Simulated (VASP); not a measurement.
Input of a VASP 6.6.1 run:

File POSCAR:

```
AlN
1.0
    3.1066945029      0.0000000000      0.0000000000
   -1.5533472514      2.6904763613      0.0000000000
    0.0000000000      0.0000000000      4.9785885515
Al N
2 2
Direct
    0.3333333333      0.6666666667     -0.0007956040
    0.6666666667      0.3333333333      0.4992043960
    0.3333333333      0.6666666667      0.3807956040
    0.6666666667      0.3333333333      0.8807956040
```

Contents of INCAR.step1:

```
  PREC = Accurate
  ENCUT = 520
  EDIFF = 1E-5
  ISMEAR = 0
  SIGMA = 0.01
  LREAL = F
  LASPH = T
  NELM = 60
  ALGO = Normal
  ISIF = 2
  LWAVE = T
  LCHARG = F
  NBANDS = 16
  GGA = PE
```

INCAR.step2

```
  PREC = Accurate
  ENCUT = 520
  EDIFF = 1E-6
  ISMEAR = 0
  SIGMA = 0.01
  LREAL = F
  LASPH = T
  NELM = 60
  ALGO = Normal
  ISIF = 2
  LWAVE = F
  LCHARG = F
  GGA = PE
  LHFCALC = T
  HFSCREEN = 0.2079
  PRECFOCK = Normal
  NBANDS = 16
  ISTART = 1
```

The input KPOINTS:

```
Automatic mesh
0
Gamma
  6 6 4
```

Potentials or basis: VASP PAW PBE potentials, release 64 (Al, N).

Launch:

```bash
$ cat potpaw_PBE.64/Al/POTCAR potpaw_PBE.64/N/POTCAR > POTCAR
$ cp INCAR.step1 INCAR
$ mpirun -np 1 vasp_std > vasp.out
$ cp INCAR.step2 INCAR
$ mpirun -np 1 vasp_std > vasp.out
```

**Question.** Predict the pressure.

**Answer.** -0.8 GPa.

**Question.** Predict the band gap on the k mesh.

**Answer.** 5.59 eV.

**Question.** Estimate the largest force.

**Answer.** 0.008 eV/Å.

Forces on the atoms (eV/Å):
```
Al   0.000  0.000 -0.008
Al   0.000  0.000 -0.008
N    0.000  0.000  0.008
N    0.000  0.000  0.008
```

Caveat: the PAW data sets were made with another functional, which shifts forces and pressure a little.

**Measured values to compare with.**

From “Self-assembly of well-separated AlN nanowires directly on sputtered metallic TiN films”, 2019, arxiv:1910.07391, for a bulk crystal of AlN at 10 K: band gap 6.034 eV (an exciton energy, a little under the gap).

Against the measured gap of AlN, 6.034 eV (an exciton energy, a little under the gap; 10 K; quoted in “Self-assembly of well-separated AlN nanowires directly on sputtered metallic TiN films”, 2019, arxiv:1910.07391), the calculated 5.59 eV is off by -0.44 eV. 2 values of this kind are on record (6.034 to 6.0343 eV); this one was drawn at random. The value is that of HSE06, without temperature or zero-point motion.
